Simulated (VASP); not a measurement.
# C (P-1) in VASP: further runs

C is run at these levels: PBE+D3(BJ); tasks: single point.

Everything below comes from runs of VASP 6.6.1. Logs are shortened: lines on timing, memory, paths and dates and some standing lists are left out, and cuts for length are marked.

### Step 1. The cell of the first run

The typed cell holds 10 atoms: a = 3.650 Å, b = 2.465 Å, c = 10.575 Å, α = 102.34°, β = 78.92°, γ = 90.00°.

### Step 2. Single point, PBE+D3(BJ)

The input, INCAR:

```
PREC = Accurate ; ENCUT = 520
EDIFF = 1E-6 ; ISMEAR = 0
SIGMA = 0.05 ; LREAL = False
LASPH = True ; NELM = 80
ALGO = Normal ; ISIF = 2
LWAVE = False ; LCHARG = False
GGA = PE ; IVDW = 12
NBANDS = 31
```

The input, KPOINTS:

```
regular mesh
0
Gamma
  7 11 3
```

The input, POSCAR:

```
C
1.0
    0.0000000000      1.4231666446     -3.3613878322
   -2.4649969361      0.0000000000      0.0000000000
    2.2595805248     10.1198287558      2.0777741304
C
10
Direct
    0.2200421519      0.3708895432      0.8409704108
    0.7401843409      0.6592758499      0.0646645635
    0.8601487937      0.3371792732      0.2587410253
   -0.0198867536      1.0150826966      0.4528174871
    0.1000776991      0.6929861199      0.6468939490
    0.7797801118      0.2186275735      0.1294118983
   -0.1002554355      0.8965309968      0.3234883602
    0.0197090173      0.5744344202      0.5175648220
    0.1396734700      1.2523378435      0.7116412838
    0.2596379227      0.9302412669      0.9057177457
```

Potentials or basis: VASP PAW PBE potentials, release 64 (C).

On the command line:

```sh
cat potpaw_PBE.64/C/POTCAR > POTCAR
mpirun -np 1 vasp_std > vasp.out
```

OUTCAR:

```text
PREC = Accurate
   ENCUT = 520
   EDIFF = 1E-6
   ISMEAR = 0
   LREAL = False
   LASPH = True
   NELM = 80
   ISIF = 2
   GGA = PE
   IVDW = 12
 IVDW          = 12

 ion  position               nearest neighbor table
   1  0.220  0.371  0.841-  10 1.42  10 1.42   9 1.42
   2  0.740  0.659  0.065-   6 1.42   6 1.42
   3  0.860  0.337  0.259-   7 1.42   7 1.42   6 1.42
   4  0.980  0.015  0.453-   8 1.42   8 1.42   7 1.42
   5  0.100  0.693  0.647-   9 1.42   9 1.42   8 1.42
   6  0.780  0.219  0.129-   2 1.42   2 1.42   3 1.42
   7  0.900  0.897  0.323-   3 1.42   3 1.42   4 1.42
   8  0.020  0.574  0.518-   4 1.42   4 1.42   5 1.42
   9  0.140  0.252  0.712-   5 1.42   5 1.42   1 1.42
  10  0.260  0.930  0.906-   1 1.42   1 1.42

  LATTYP: Found a triclinic cell.
 ALAT       =     2.4649969361
 B/A-ratio  =     1.7868600557
 C/A-ratio  =     4.2999694044
 COS(alpha) =     0.0144845176
 COS(beta)  =     0.2519397771
 COS(gamma) =     0.5596409169

  Lattice vectors:

 A1 = (   2.4649969361,   0.0000000000,   0.0000000000)
 A2 = (   2.4649969361,  -1.4231666446,   3.3613878322)
 A3 = (   2.6704133474,  -8.6966621112,  -5.4391619626)

Analysis of symmetry for initial positions (statically):
=====================================================================
 Subroutine PRICEL returns:
 Original cell was already a primitive cell.

 Routine SETGRP: Setting up the symmetry group for a
 triclinic supercell.

 Subroutine GETGRP returns: Found  2 space group operations
 (whereof  1 operations were pure point group operations)
 out of a pool of  2 trial point group operations.

The static configuration has the point symmetry C_1 .
 The point group associated with its full space group is S_2 .

Analysis of symmetry for dynamics (positions and initial velocities):
=====================================================================
 Subroutine PRICEL returns:
 Original cell was already a primitive cell.

 Routine SETGRP: Setting up the symmetry group for a
 triclinic supercell.

 Subroutine GETGRP returns: Found  2 space group operations
 (whereof  1 operations were pure point group operations)
 out of a pool of  2 trial point group operations.

The dynamic configuration has the point symmetry C_1 .
 The point group associated with its full space group is S_2 .

 Subroutine INISYM returns: Found  2 space group operations
 (whereof  1 operations are pure point group operations),
[... 119 lines left out ...]
   ISYM   =      2    0-nonsym 1-usesym 2-fastsym
   POTIM  = 0.5000    time-step for ionic-motion
   TEBEG  =    0.0;   TEEND  =   0.0 temperature during run
   PSTRESS=    0.0 pullay stress
   NELECT =      40.0000    total number of electrons
   NUPDOWN=      -1.0000    fix difference up-down
   EMIN   =  10.00;   EMAX   =-10.00  energy-range for DOS
   EFERMI =   0.00;   METHOD = LEGACY
   ISMEAR =     0;   SIGMA  =   0.05  broadening in eV -4-tet -1-fermi 0-gaus
   EFERMI_NEDOS =   21; number of points for ismear=-14 and -15
   IALGO  =     38    algorithm
   IMIX   =      4    mixing-type and parameters
     AMIX     =   0.40;   BMIX     =  1.00
     AMIX_MAG =   1.60;   BMIX_MAG =  1.00
  volume/ion in A,a.u.               =       9.11        61.50
  Fermi-wavevector in a.u.,A,eV,Ry     =   1.244109  2.351025 21.059197  1.547807
  Thomas-Fermi vector in A             =   2.378390
   LORBIT       =      0    0 simple, 1 ext, 2 COOP (PROOUT), +10 PAW based schemes
   GGA     = PE    functional components
   LHFCALC =     F    Hartree Fock is set to
   AEXX    =    0.0000 exact exchange contribution
   IVDW    =    12    specifies the selected vdW correction
   LEPSILON=     F    determine dielectric tensor
   LRPA    =     F    only Hartree local field effects (RPA)
 non-spin polarized calculation
 Gauss-broadening in eV      SIGMA  =   0.05
  energy-cutoff  :      520.00
  volume of cell :       91.14
 maximum number of plane-waves:      2476
   NGX = 13   NGY =  9   NGZ = 39

 number of electron      40.0000000 magnetization

 Free energy of the ion-electron system (eV)
  ---------------------------------------------------
  ext. energy  EPLUGINS =         0.00000000
  ---------------------------------------------------
  free energy    TOTEN  =       -86.27009489 eV

  energy without entropy =      -86.26821300  energy(sigma->0) =      -86.26915395

 E-fermi :   3.9511     XC(G=0): -10.2983

 val. band max:        3.9498818551   @ k =   0.4286  -0.4545   0.3333
 cond. band min:       3.9531560890   @ k =   0.4286  -0.2727   0.3333
 fundamental gap:      0.0032742338
 Fermi energy:         3.9510842809

 k-point     1 :       0.0000    0.0000    0.0000
  band No.  band energies     occupation
      1     -15.2329      2.00000
      2     -14.4523      2.00000
      3     -13.6615      2.00000
      4     -11.7349      2.00000
      5     -10.7468      2.00000
      6      -7.3137      2.00000
[... 805 lines left out ...]
     30      13.6488      0.00000
     31      14.2508      0.00000

 [... further k-points ...]

------------------------ aborting loop because EDIFF is reached ----------------------------------------

 Edisp (eV)   -1.58449

 E8    (eV) :    -0.4502

  FORCE on cell =-STRESS in cart. coord.  units (eV):
  Direction    XX          YY          ZZ          XY          YZ          ZX
  --------------------------------------------------------------------------------------
  -------------------------------------------------------------------------------------
  Total      -1.79442    -0.27317    -0.27929    -1.75670     1.74846    -1.14417
  in kB     -31.54466    -4.80214    -4.90980   -30.88151    30.73670   -20.11373
  external pressure =      -13.75 kB  Pullay stress =        0.00 kB

 VOLUME and BASIS-vectors are now :
 -----------------------------------------------------------------------------
  energy-cutoff  :      520.00
  volume of cell :       91.14
      direct lattice vectors                 reciprocal lattice vectors
     0.000000000  1.423166645 -3.361387832     0.000000000  0.056196020 -0.273703525
    -2.464996936  0.000000000  0.000000000    -0.405680017  0.083336890  0.035283725
     2.259580525 10.119828756  2.077774130     0.000000000  0.090912971  0.038491336

 POSITION                                       TOTAL-FORCE (eV/Angst)
 -----------------------------------------------------------------------------------
      0.98600      8.82363      1.00770        -0.075679      1.597033     -0.150183
     -1.47900      1.70780     -2.35369        -0.906921      0.750063      0.854652
     -0.24650      3.84255     -2.35369        -0.123867      0.619004     -0.082729
      0.98600      5.97730     -2.35369        -0.014650      0.063765      0.040654
     -0.24650      6.68888      1.00770        -0.007768      0.088136      0.000173
     -0.24650      2.41938     -2.35225         0.075679     -1.597033      0.150183
     -1.47900      4.55413     -2.35225         0.007768     -0.088136     -0.000173
     -0.24650      5.26572      1.00913         0.014650     -0.063765     -0.040654
      0.98600      7.40047      1.00913         0.123867     -0.619004      0.082729
     -0.24650      9.53522      1.00913         0.906921     -0.750063     -0.854652
 -----------------------------------------------------------------------------------
    total drift:                               -0.000001     -0.000023     -0.000014

  FREE ENERGIE OF THE ION-ELECTRON SYSTEM (eV)
  ---------------------------------------------------
  free  energy   TOTEN  =       -87.8545893582 eV

  energy  without entropy=      -87.8527074740  energy(sigma->0) =      -87.85364842
```

OSZICAR:

```text
N       E                     dE             d eps       ncg     rms          rms(c)
DAV:   1     0.133966015345E+03    0.13397E+03   -0.20341E+04  7192   0.119E+03
DAV:   2    -0.805349634371E+02   -0.21450E+03   -0.20647E+03  9214   0.250E+02
DAV:   3    -0.914556483992E+02   -0.10921E+02   -0.10817E+02  9144   0.546E+01
DAV:   4    -0.916091064384E+02   -0.15346E+00   -0.15323E+00  9718   0.723E+00
DAV:   5    -0.916123383412E+02   -0.32319E-02   -0.32311E-02  9312   0.995E-01    0.138E+01
DAV:   6    -0.874972985609E+02    0.41150E+01   -0.48688E+00  8796   0.984E+00    0.799E+00
DAV:   7    -0.862608577118E+02    0.12364E+01   -0.38112E+00  8888   0.862E+00    0.254E+00
DAV:   8    -0.862675518635E+02   -0.66942E-02   -0.26767E-01  9328   0.265E+00    0.119E+00
DAV:   9    -0.862695033229E+02   -0.19515E-02   -0.30759E-02  8866   0.890E-01    0.191E-01
DAV:  10    -0.862698234567E+02   -0.32013E-03   -0.19019E-03  9713   0.255E-01    0.785E-02
DAV:  11    -0.862700220067E+02   -0.19855E-03   -0.44794E-04  8852   0.110E-01    0.312E-02
DAV:  12    -0.862700901067E+02   -0.68100E-04   -0.65636E-05  8770   0.449E-02    0.880E-03
DAV:  13    -0.862700948200E+02   -0.47132E-05   -0.77696E-06  9587   0.163E-02    0.313E-03
DAV:  14    -0.862700948876E+02   -0.67642E-07   -0.79785E-07  6266   0.510E-03
   1 F= -.87854589E+02 E0= -.87853648E+02  d E =-.188188E-02
```

stdout:

```text
POSCAR found type information on POSCAR C
 POSCAR found :  1 types and      10 ions
 scaLAPACK will be used
 LDA part: xc-table for (Slater+PW92), standard interpolation
 POSCAR, INCAR and KPOINTS ok, starting setup
 FFT: planning ... GRIDC
 FFT: planning ... GRID_SOFT
 FFT: planning ... GRID
 WAVECAR not read
 entering main loop
```

It took 6 min on 1 thread of Intel Xeon Platinum 8259CL at 2.50GHz (Skylake/Cascade Lake), shared host; peak memory 0.33 GiB.

Results:

* Free energy: -87.8546 eV
* Pressure: -1.4 GPa
* Largest force: 1.606 eV/Å
* Band gap on the k mesh: zero (band 20 reaches 4.17 eV, above the bottom of band 21 at 3.90 eV)
* Dispersion energy per atom: -0.158 eV

Forces in eV/Å, atoms in the order of the input:
```
C   -0.076  1.597 -0.150
C   -0.907  0.750  0.855
C   -0.124  0.619 -0.083
C   -0.015  0.064  0.041
C   -0.008  0.088  0.000
C    0.076 -1.597  0.150
C    0.008 -0.088  0.000
C    0.015 -0.064 -0.041
C    0.124 -0.619  0.083
C    0.907 -0.750 -0.855
```

Caveat: pairwise dispersion overbinds metals, which lowers pressure and volume; forces of over 1 eV/Å act on the atoms, so gaps and moduli don't describe the material at rest.

### Step 3. Single point, PBE+D3(BJ)

This run uses another cell than the first one, of 9.47 Å³/atom, 1.039 times its volume.

The input, INCAR:

```
PREC = Accurate
ENCUT = 520
EDIFF = 1E-6
ISMEAR = 0
SIGMA = 0.05
LREAL = False
LASPH = True
NELM = 80
ALGO = Normal
ISIF = 2
LWAVE = False
LCHARG = False
GGA = PE
IVDW = 12
NBANDS = 31
```

The input, KPOINTS:

```
Automatic mesh
0
Gamma
  7 11 3
```

The input, POSCAR:

```
C
1.0
    0.0000000000      1.4231666446     -3.3613878322
   -2.4649969361      0.0000000000      0.0000000000
    1.6433312908     10.1323830464      3.0740738372
C
10
Direct
    0.4400841757      0.1393479527      0.8090219290
    0.7571039867      0.6414719703      0.0622079555
    0.9278490339      0.2659409659      0.2489114489
    0.0985940812      0.8904099615      0.4356149422
    0.2693391285      0.5148789571      0.6223184356
    0.8136410606      0.1829970253      0.1244955379
   -0.0156138921      0.8074660208      0.3111990313
    0.1551311551      0.4319350164      0.4979025246
    0.3258762024      1.0564040120      0.6846060180
    0.4966212497      0.6808730076      0.8713095114
```

Potentials or basis: VASP PAW PBE potentials, release 64 (C).

On the command line:

```sh
cat potpaw_PBE.64/C/POTCAR > POTCAR
mpirun -np 1 vasp_std > vasp.out
```

It took 5.8 min on 1 thread of Intel Xeon Platinum 8259CL at 2.50GHz (Skylake/Cascade Lake), shared host; peak memory 0.34 GiB.

The run converged. Its results:

```yaml
Free_energy: -89.3343 eV
Pressure: -6.7 GPa
Largest_force: 2.994 eV/Å
Band_gap_on_the_k_mesh: zero (band 20 reaches 4.30 eV, above the bottom of band 21 at 4.14 eV)
Dispersion_energy_per_atom: -0.152 eV
```

Forces on the atoms (eV/Å):
```
C   -0.176  2.984 -0.174
C   -1.374 -1.170  0.272
C   -0.171  0.808 -0.069
C   -0.037  0.297  0.029
C   -0.033  0.430  0.024
C    0.176 -2.984  0.174
C    0.033 -0.430 -0.024
C    0.037 -0.297 -0.029
C    0.171 -0.808  0.069
C    1.374  1.170 -0.272
```

Stress tensor (GPa, compression positive):
```
 -3.61  -5.85   0.20
 -5.85 -15.90   1.46
  0.20   1.46  -0.72
```

Levels at points of the mesh, in eV from the Fermi level:
| k point | band 16 | band 17 | band 18 | band 19 | band 20 | band 21 | band 22 | band 23 | band 24 | band 25 |
| --- | --- | --- | --- | --- | --- | --- | --- | --- | --- | --- |
| (0.00, 0.00, 0.00) | -4.35 | -4.25 | -3.48 | -3.30 | -2.42 | 1.61 | 2.04 | 3.38 | 4.45 | 5.88 |

Caveat: pairwise dispersion overbinds metals, which lowers pressure and volume; forces of over 1 eV/Å act on the atoms, so gaps and moduli don't describe the material at rest.

### Step 4. Single point, PBE+D3(BJ)

This run uses another cell than the first one, of 9.47 Å³/atom, 1.039 times its volume.

The input, INCAR:

```
SYSTEM = C
PREC = Accurate
ENCUT = 520
EDIFF = 1E-6
ISMEAR = 0
SIGMA = 0.05
LREAL = .FALSE.
LASPH = .TRUE.
NELM = 100
ALGO = Normal
ISIF = 2
LWAVE = .FALSE.
LCHARG = .FALSE.
GGA = PE
IVDW = 12
NBANDS = 31
```

The input, KPOINTS:

```
regular mesh
0
G
  7 11 3
  0 0 0
```

The input, POSCAR:

```
C
1.0
    0.0000000000      1.4231666446     -3.3613878322
   -2.4649969361      0.0000000000      0.0000000000
    2.0541641134     10.3695774871      2.5138425318
C
10
Direct
    0.3052471876      0.2741849408      0.8090219290
    0.7467359941      0.6518399629      0.0622079555
    0.8863637924      0.3074262074      0.2489114489
    0.0259915908      0.9630124519      0.4356149422
    0.1656193892      0.6185986963      0.6223184356
    0.7928918043      0.2037462816      0.1244955379
   -0.0674803973      0.8593325260      0.3111990313
    0.0721474010      0.5149187705      0.4979025246
    0.2117751994      1.1705050150      0.6846060180
    0.3514029978      0.8260912595      0.8713095114
```

Potentials or basis: VASP PAW PBE potentials, release 64 (C).

On the command line:

```sh
cat potpaw_PBE.64/C/POTCAR > POTCAR
mpirun -np 1 vasp_std > vasp.out
```

OUTCAR:

```text
SYSTEM = C
   PREC = Accurate
   ENCUT = 520
   EDIFF = 1E-6
   ISMEAR = 0
   LREAL = .FALSE.
   LASPH = .TRUE.
   NELM = 100
   ISIF = 2
   GGA = PE
   IVDW = 12
 IVDW          = 12

 ion  position               nearest neighbor table
   1  0.305  0.274  0.809-  10 1.42  10 1.42   9 1.42
   2  0.747  0.652  0.062-   6 1.42   6 1.42
   3  0.886  0.307  0.249-   7 1.42   7 1.42   6 1.42
   4  0.026  0.963  0.436-   8 1.42   7 1.42   8 1.42
   5  0.166  0.619  0.622-   9 1.42   9 1.42   8 1.42
   6  0.793  0.204  0.124-   2 1.42   2 1.42   3 1.42
   7  0.933  0.859  0.311-   3 1.42   4 1.42   3 1.42
   8  0.072  0.515  0.498-   4 1.42   4 1.42   5 1.42
   9  0.212  0.171  0.685-   5 1.42   5 1.42   1 1.42
  10  0.351  0.826  0.871-   1 1.42   1 1.42

  LATTYP: Found a triclinic cell.
 ALAT       =     2.4649969361
 B/A-ratio  =     1.7868600557
 C/A-ratio  =     4.4960437713
 COS(alpha) =     0.0014794038
 COS(beta)  =     0.2594873907
 COS(gamma) =     0.5596409169

  Lattice vectors:

[... 204 lines left out ...]
  band No.  band energies     occupation
      1     -15.6288      2.00000
      2     -14.8887      2.00000
      3     -13.8803      2.00000
      4     -12.2268      2.00000
      5     -10.9422      2.00000
      6      -7.8233      2.00000
[... 805 lines left out ...]
     30      13.2235      0.00000
     31      13.6233      0.00000

 [... further k-points ...]

------------------------ aborting loop because EDIFF is reached ----------------------------------------

 Edisp (eV)   -1.52899

 E8    (eV) :    -0.4343

  FORCE on cell =-STRESS in cart. coord.  units (eV):
  Direction    XX          YY          ZZ          XY          YZ          ZX
  --------------------------------------------------------------------------------------
  -------------------------------------------------------------------------------------
  Total      -2.08620    -3.22940    -0.54990    -1.73110     1.00556    -0.37765
  in kB     -35.28073   -54.61390    -9.29954   -29.27547    17.00544    -6.38656
  external pressure =      -33.06 kB  Pullay stress =        0.00 kB

 VOLUME and BASIS-vectors are now :
 -----------------------------------------------------------------------------
  energy-cutoff  :      520.00
  volume of cell :       94.74
      direct lattice vectors                 reciprocal lattice vectors
     0.000000000  1.423166645 -3.361387832     0.000000000  0.065407097 -0.269803678
    -2.464996936  0.000000000  0.000000000    -0.405680017  0.072882655  0.030857541
     2.054164113 10.369577487  2.513842532     0.000000000  0.087459186  0.037029049

 POSITION                                       TOTAL-FORCE (eV/Angst)
 -----------------------------------------------------------------------------------
      0.98600      8.82363      1.00770        -0.104079      2.365521     -0.198250
     -1.47900      1.70780     -2.35369        -0.734195      0.396613      0.339537
     -0.24650      3.84255     -2.35369        -0.092497      0.686703     -0.111266
     -1.47900      4.55413      1.00770        -0.009574      0.142089      0.038725
     -0.24650      6.68888      1.00770        -0.009192      0.171787      0.017819
     -0.24650      2.41938     -2.35225         0.104079     -2.365521      0.198250
     -1.47900      4.55413     -2.35225         0.009192     -0.171787     -0.017819
     -0.24650      5.26572      1.00913         0.009574     -0.142089     -0.038725
      0.98600      7.40047      1.00913         0.092497     -0.686703      0.111266
     -0.24650      9.53522      1.00913         0.734195     -0.396613     -0.339537
 -----------------------------------------------------------------------------------
    total drift:                                0.000001      0.000001     -0.000007

  FREE ENERGIE OF THE ION-ELECTRON SYSTEM (eV)
  ---------------------------------------------------
  free  energy   TOTEN  =       -88.1235313219 eV

  energy  without entropy=      -88.1216247118  energy(sigma->0) =      -88.12257802
```

stdout:

```text
POSCAR found type information on POSCAR C
 POSCAR found :  1 types and      10 ions
 scaLAPACK will be used
 LDA part: xc-table for (Slater+PW92), standard interpolation
 POSCAR, INCAR and KPOINTS ok, starting setup
 FFT: planning ... GRIDC
 FFT: planning ... GRID_SOFT
 FFT: planning ... GRID
 WAVECAR not read
 entering main loop
```

Run time: 7 min. Hardware: 1 thread of Intel Xeon Platinum 8259CL at 2.50GHz (Skylake/Cascade Lake), shared host; peak memory 0.34 GiB.

Results:

```yaml
Free_energy: -88.1235 eV
Pressure: -3.3 GPa
Largest_force: 2.376 eV/Å
Band_gap_on_the_k_mesh: zero (band 20 reaches 3.69 eV, above the bottom of band 21 at 3.61 eV)
Dispersion_energy_per_atom: -0.153 eV
```

Forces in eV/Å, atoms in the order of the input:
```
C   -0.104  2.366 -0.198
C   -0.734  0.397  0.340
C   -0.092  0.687 -0.111
C   -0.010  0.142  0.039
C   -0.009  0.172  0.018
C    0.104 -2.366  0.198
C    0.009 -0.172 -0.018
C    0.010 -0.142 -0.039
C    0.092 -0.687  0.111
C    0.734 -0.397 -0.340
```

Levels at points of the mesh, in eV from the Fermi level:
| k point | band 17 | band 18 | band 19 | band 20 | band 21 | band 22 | band 23 | band 24 |
| --- | --- | --- | --- | --- | --- | --- | --- | --- |
| (0.00, 0.00, 0.00) | -3.61 | -3.04 | -2.63 | -1.28 | 1.35 | 2.31 | 4.38 | 4.93 |

Caveat: pairwise dispersion overbinds metals, which lowers pressure and volume; forces of over 1 eV/Å act on the atoms, so gaps and moduli don't describe the material at rest.

### Step 5. Overview

| cell | gap on the mesh (eV) | pressure (GPa) | largest force (eV/Å) |
| --- | --- | --- | --- |
| a = 3.650, b = 2.465, c = 10.575 Å, angles 102.3, 78.9, 90.0°, 10 atoms | none | -1.4 | 1.61 |
| a = 3.650, b = 2.465, c = 10.715 Å, angles 98.8, 84.0, 90.0°, 10 atoms | none | -6.7 | 2.99 |
| a = 3.650, b = 2.465, c = 10.866 Å, angles 100.9, 80.8, 90.0°, 10 atoms | none | -3.3 | 2.38 |

Alike in all rows: task single point; level PBE+D3(BJ); potentials or basis VASP PAW PBE potentials, release 64 (C); no spin polarisation; k mesh 7 × 11 × 3; cutoff (eV) 520; smearing gaussian 0.05 eV.

Caveats: pairwise dispersion overbinds metals, which lowers pressure and volume; forces of over 1 eV/Å act on the atoms, so gaps and moduli don't describe the material at rest.

Total energies depend on the potentials used, so only differences within one code and one set of settings carry meaning.
